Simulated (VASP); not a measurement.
Wanted: the native input for a VASP 6.6.1 run.

| Item | Value |
| --- | --- |
| Task | single point |
| Functional | LDA |
| Potentials or basis | VASP PAW LDA potentials, release 64 (Na_pv) |
| Cutoff | 520 eV |
| k mesh | 20 × 20 × 20 |
| Occupations | fermi-dirac, width 0.15 eV |
| Spin | no spin polarisation |
| Dipole correction | no |
| Further INCAR settings | ALGO = Fast; EDIFF = 1e-06; NBANDS = 10 |

The structure of Na lies in POSCAR:

```
Na
1.0
   -2.0294504078      2.0294504078      2.0294504078
    2.0294504078     -2.0294504078      2.0294504078
    2.0294504078      2.0294504078     -2.0294504078
Na
1
Direct
    0.0000000000      0.0000000000      0.0000000000
```

The input as run:

INCAR

```
PREC = Accurate
ENCUT = 520
EDIFF = 1E-6
ISMEAR = -1
SIGMA = 0.15
LREAL = False
LASPH = True
NELM = 100
ALGO = Fast
ISIF = 2
LWAVE = False
LCHARG = False
GGA = CA
NBANDS = 10
```

KPOINTS

```
Automatic mesh
0
Gamma
  20 20 20
```

Potentials or basis: VASP PAW LDA potentials, release 64 (Na_pv).

Run with:

```sh
$ cat potpaw_LDA.64/Na_pv/POTCAR > POTCAR
$ mpirun -np 1 vasp_std > vasp.out
```

Results of the run:

| Quantity | Value |
| --- | --- |
| Pressure | -0.2 GPa |

Run time: 70 s on 1 thread of Oxide Virtual Turin-like Processor, on a shared host, peak memory 0.15 GiB.
